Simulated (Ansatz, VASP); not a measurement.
## MgTl in VASP and in Ansatz

```xyz
2
Lattice="3.6228 0.0000 0.0000 0.0000 3.6228 0.0000 0.0000 0.0000 3.6228" Properties=species:S:1:pos:R:3 pbc="T T T"
Mg    0.0000    0.0000    0.0000
Tl    1.8114    1.8114    1.8114
```

Change from the starting cell: volume scaled by 0.99, crystal datasets.

Alike in both runs: task electric field gradients; functional LDA; k mesh 9 × 9 × 9; occupations fermi-dirac, width 0.05 eV; no spin polarisation.

|  | VASP | Ansatz |
| --- | --- | --- |
| version | VASP 6.6.1 | Ansatz 0.2.0 |
| potentials or method | VASP PAW LDA potentials, release 64 (Mg, Tl_d), cutoff 520 eV | all-electron PAW with datasets made for the crystal, scalar-relativistic |

```tsv
	VASP	Ansatz	Ansatz less VASP
pressure (GPa)	-2.3	-2.1	+0.28
```

LDA's correlation is that of Perdew and Zunger in VASP and of Perdew and Wang (1992) in Ansatz. Ansatz ran all-electron here, and VASP with PAW potentials.

Spin-orbit coupling is off throughout.
